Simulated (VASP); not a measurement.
Runs of VASP 6.6.1 on CdSe. The structure is cubic, space group Fm-3m (No. 225). Conventional cell: a = 5.686 Å, b = 5.686 Å, c = 5.686 Å, α = 90.00°, β = 90.00°, γ = 90.00°. Cd (site symmetry m-3m) has 6 Se at 2.84 Å within 3.7 Å. Within 3.7 Å of Se (site symmetry m-3m) lie 6 Cd at 2.84 Å. 

| spin | smearing | gap on the mesh (eV) | pressure (GPa) |
| --- | --- | --- | --- |
| off | methfessel-paxton 0.05 eV | none | 2.2 |
| off | methfessel-paxton 0.5 eV | none | 2.2 |
| off | fermi-dirac 0.2 eV | none | (a) |
| collinear, zero start | fermi-dirac 0.02 eV | none | 2.1 |
| off | fermi-dirac 0.05 eV | none | 2.2 |

Alike in all rows: task single point; level PBE; potentials or basis VASP PAW PBE potentials, release 64 (Cd, Se); cell as given; k mesh 6 × 6 × 6; cutoff (eV) 500.

Fill in the values left out.

(a) 2.3.

A k mesh can miss the band edges, and the runs leave out spin-orbit coupling on Cd, Se.

A gap of «none» marks levels without a gap at the run's occupations.
